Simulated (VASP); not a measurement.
A run of VASP 6.6.1 is set up as follows.

The input INCAR:

```
SYSTEM = Li
PREC = Accurate
ENCUT = 520
EDIFF = 1E-8
ISMEAR = -1
SIGMA = 0.08
LREAL = .False.
LASPH = .True.
NELM = 100
ALGO = Normal
ISIF = 2
LWAVE = .False.
LCHARG = .False.
GGA = CA
LEFG = .True.
NBANDS = 12
```

File KPOINTS:

```
regular mesh
0
Gamma
  12 12 12
  0 0 0
```

POSCAR

```
Li
1.0
    1.5709026077      0.9069610434      7.6881575040
   -1.5709026077      0.9069610434      7.6881575040
    0.0000000000     -1.8139220869      7.6881575040
Li
3
Direct
    0.0000000000      0.0000000000      0.0000000000
    0.2220000000      0.2220000000      0.2220000000
    0.7780000000      0.7780000000      0.7780000000
```

Potentials or basis: VASP PAW LDA potentials, release 64 (Li_sv).

Run with:

```console
$ cat potpaw_LDA.64/Li_sv/POTCAR > POTCAR
$ mpirun -np 1 vasp_std > vasp.out
```

(1) What does it give for the largest force?

(2) What does it give for the band gap on the k mesh?

## Answers

(1) 0.008 eV/Å.

(2) zero (an odd number of electrons rules out a gap without spin polarisation).

Caveat: without QUAD_EFG the Cq values of the log hold for a quadrupole moment of 1 mb, not for the nuclei.
